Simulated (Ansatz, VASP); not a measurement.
**Two plane-wave programs on Cu**

```
Cu
1.0
     0.00000    1.81487    1.81487
     1.81487    0.00000    1.81487
     1.81487    1.81487    0.00000
Cu
1
Direct
  0.00000 0.00000 0.00000
```

Alike in both runs: functional PBE; k mesh 20 × 20 × 20; occupations gaussian, width 0.1 eV; no spin polarisation.

Ansatz relaxed the structure, and its values are those at the end. VASP's run is a single point on that final structure, the one shown.

|  | VASP | Ansatz |
| --- | --- | --- |
| version | VASP 6.6.1 | Ansatz 0.2.0 |
| potentials or method | VASP PAW PBE potentials, release 64 (Cu), cutoff 520 eV | scalar-relativistic, plane waves, PAW |
| valence electrons in the cell | 11 | 19 |

Ansatz gave:

| Property | Result |
| --- | --- |
| gap on the k mesh at the Fermi level (eV) | none |
| pressure (GPa) | 0.0 |

Task: What did VASP give for the same quantities?

Result: gap on the k mesh at the Fermi level (eV): none; pressure (GPa): 0.6.

A gap of «none» marks a metal or a gap that the smearing closes. VASP's potentials hold 11 valence electrons a cell and Ansatz's 19, so a difference there can come from the potentials and not from the codes.
